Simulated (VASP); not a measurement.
The system is NaLa.

```
CELL_PARAMETERS angstrom
3.69996 0.00000 0.00000
-1.84998 3.20426 0.00000
0.00000 0.00000 6.65227
ATOMIC_POSITIONS crystal
La 0.33333 0.66667 0.50000
Na 0.00000 0.00000 0.00000
```

Program: VASP 6.6.1. Alike in all runs: task single point; no spin polarisation; cell as given; k mesh 9 × 9 × 4; cutoff (eV) 520.

**Question.** Order these runs on this cell by their pressure, lowest first.
A. level LDA; potentials or basis VASP PAW LDA potentials, release 64 (La, Na_pv); smearing gaussian 0.05 eV
B. level RPBE; potentials or basis VASP PAW PBE potentials, release 64 (La, Na_pv); smearing gaussian 0.05 eV
C. level RPBE+D3(BJ); potentials or basis VASP PAW PBE potentials, release 64 (La, Na_pv); smearing methfessel-paxton 0.1 eV

**Answer.** C (-10.8 GPa), A (-3.0 GPa), B (-0.3 GPa).

Caveats: the PAW data sets were made with another functional, which shifts forces and pressure a little (at least some runs); the cell stands under tension (at least some runs).
